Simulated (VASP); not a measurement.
Set up this calculation in VASP 6.6.1, as the native input.

```yaml
Task: single point
Functional: PBE
Potentials_or_basis: VASP PAW PBE potentials, release 64 (B, Pt)
Cutoff: 520 eV
k_mesh: 3 × 3 × 8
Occupations: gaussian, width 0.1 eV
Spin: no spin polarisation
Dipole_correction: no
Further_INCAR_settings: ALGO = Normal; EDIFF = 1e-07; NBANDS = 22
```

The structure of B5Pt lies in POSCAR:

```
B5Pt
1.0
    5.6649731394      0.0000000000      0.0000000000
   -2.8324865697      4.9060106504      0.0000000000
    0.0000000000      0.0000000000      2.3733545749
B Pt
5 1
Direct
    0.3333333333      0.6666666667      0.5000000000
    0.6666666667      0.3333333333      0.5000000000
    0.5000000000      0.0000000000      0.5000000000
    0.0000000000      0.5000000000      0.5000000000
    0.5000000000      0.5000000000      0.5000000000
    0.0000000000      0.0000000000      0.0000000000
```

One way to write it, as run:

INCAR

```
SYSTEM = B5Pt
ALGO     = Normal         ! electronic algorithm
EDIFF    = 1E-7           ! SCF threshold, eV
ENCUT    = 520            ! plane-wave cutoff, eV
GGA      = PE             ! functional
ISIF     = 2              ! what is computed and relaxed
ISMEAR   = 0              ! smearing method
LASPH    = .True.         ! aspherical terms in the spheres
LCHARG   = .False.        ! write CHGCAR
LREAL    = .False.        ! projectors in reciprocal space
LWAVE    = .False.        ! write WAVECAR
NBANDS   = 22             ! bands
NELM     = 60             ! most SCF steps
PREC     = Accurate       ! precision mode
SIGMA    = 0.1            ! smearing width, eV
```

KPOINTS

```
k-points
0
Gamma
  3 3 8
  0 0 0
```

Potentials or basis: VASP PAW PBE potentials, release 64 (B, Pt).

Run with:

```console
$ cat potpaw_PBE.64/B/POTCAR potpaw_PBE.64/Pt/POTCAR > POTCAR
$ mpirun -np 1 vasp_std > vasp.out
```

It gave:

The pressure is 0.0 GPa.

Caveat: the k points lie up to 0.43 Å⁻¹ apart.

Run time: 26 s on 1 thread of Intel Xeon 6975P-C, on a shared host, peak memory 0.18 GiB.
